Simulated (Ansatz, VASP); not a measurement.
One calculation of Ti, two programs

```xyz
1
Lattice="0.0000 2.0561 2.0561 2.0561 0.0000 2.0561 2.0561 2.0561 0.0000" Properties=species:S:1:pos:R:3 pbc="T T T"
Ti    0.0000    0.0000    0.0000
```

Alike in both runs: functional PBE; k mesh 24 × 24 × 24; occupations gaussian, width 0.1 eV; no spin polarisation.

Ansatz relaxed the structure, and its values are those at the end. VASP's run is a single point on that final structure, the one shown.

```csv
,VASP,Ansatz
version,VASP 6.6.1,Ansatz 0.2.0
potentials or method,"VASP PAW PBE potentials, release 64 (Ti_sv), cutoff 520 eV","scalar-relativistic, plane waves, PAW"
valence electrons in the cell,12,12
```

VASP gave:

| Property | Result |
| --- | --- |
| gap on the k mesh at the Fermi level (eV) | none |
| pressure (GPa) | -0.3 |

**Question.** Which values does Ansatz return?

**Answer.** gap on the k mesh at the Fermi level (eV): none; pressure (GPa): 0.0.

A gap of «none» marks a metal or a gap that the smearing closes.
